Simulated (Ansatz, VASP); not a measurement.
# NaOs2: VASP beside Ansatz

INCAR

```
SYSTEM = NaOs2
ALGO = Fast
EDIFF = 1E-6
ENCUT = 520
GGA = PE
ISIF = 2
ISMEAR = 0
LASPH = .True.
LCHARG = .False.
LREAL = .False.
LWAVE = .False.
NBANDS = 32
NELM = 60
PREC = Accurate
SIGMA = 0.2
```

File KPOINTS:

```
k-points
0
Gamma
  8 4 4
  0 0 0
```

POSCAR

```
NaOs2
1.0
    1.3802039266     -2.3905833258      0.0000000000
   -4.1406117799     -2.3905833258      0.0000000000
    0.0000000000      0.0000000000     -7.5798088748
Na Os
2 4
Direct
    1.0000000000      1.0000000000      1.0000000000
    0.5000000000      0.5000000000      1.0000000000
    0.5000000000      0.8333333333      0.3657294678
    1.0000000000      0.3333333333      0.3657294678
    1.0000000000      0.6666666667      0.6342705322
    0.5000000000      0.1666666667      0.6342705322
```

Input for Ansatz:

```yaml
crystal:
  lattice:
    - [1.3802039266, -2.3905833258, 0.0]
    - [-4.1406117799, -2.3905833258, 0.0]
    - [0.0, 0.0, -7.5798088748]
  atoms:
    - { symbol: Na, position: [1.0, 1.0, 1.0] }
    - { symbol: Na, position: [0.5, 0.5, 1.0] }
    - { symbol: Os, position: [0.5, 0.8333333333, 0.3657294678] }
    - { symbol: Os, position: [1.0, 0.3333333333, 0.3657294678] }
    - { symbol: Os, position: [1.0, 0.6666666667, 0.6342705322] }
    - { symbol: Os, position: [0.5, 0.1666666667, 0.6342705322] }
basis:
  ecutwfc: 420
kpoints:
  mp_grid: { grid: [8, 4, 4] }
hamiltonian:
  xc: pbe
scf:
  occupations: { method: gaussian, width: 0.2 }
  lower_state_search: "off"
output:
  forces: true
  stress: true
  eigenvalues: true
```

Alike in both runs: task single point; functional PBE; k mesh 8 × 4 × 4; occupations gaussian, width 0.2 eV; no spin polarisation.

|  | VASP | Ansatz |
| --- | --- | --- |
| version | VASP 6.6.1 | Ansatz 0.2.0 |
| potentials or method | VASP PAW PBE potentials, release 64 (Na_pv, Os), cutoff 520 eV | scalar-relativistic, plane waves, PAW |
| valence electrons in the cell | 46 | 82 |

```csv
,VASP,Ansatz,Ansatz less VASP
gap on the k mesh at the Fermi level (eV),none,none,-
pressure (GPa),-0.2,-0.1,+0.10
"traceless stress, the component that is largest in VASP (GPa)",0.82,0.98,+0.164
rms of the force components (eV/Å),0.072,0.076,+0.0041
```

Atom by atom the forces differ by 0.004 eV/Å (rms over components). A gap of «none» marks a metal or a gap that the smearing closes. VASP's potentials hold 46 valence electrons a cell and Ansatz's 82, so a difference there can come from the potentials and not from the codes.

Neither program's run includes spin-orbit coupling.
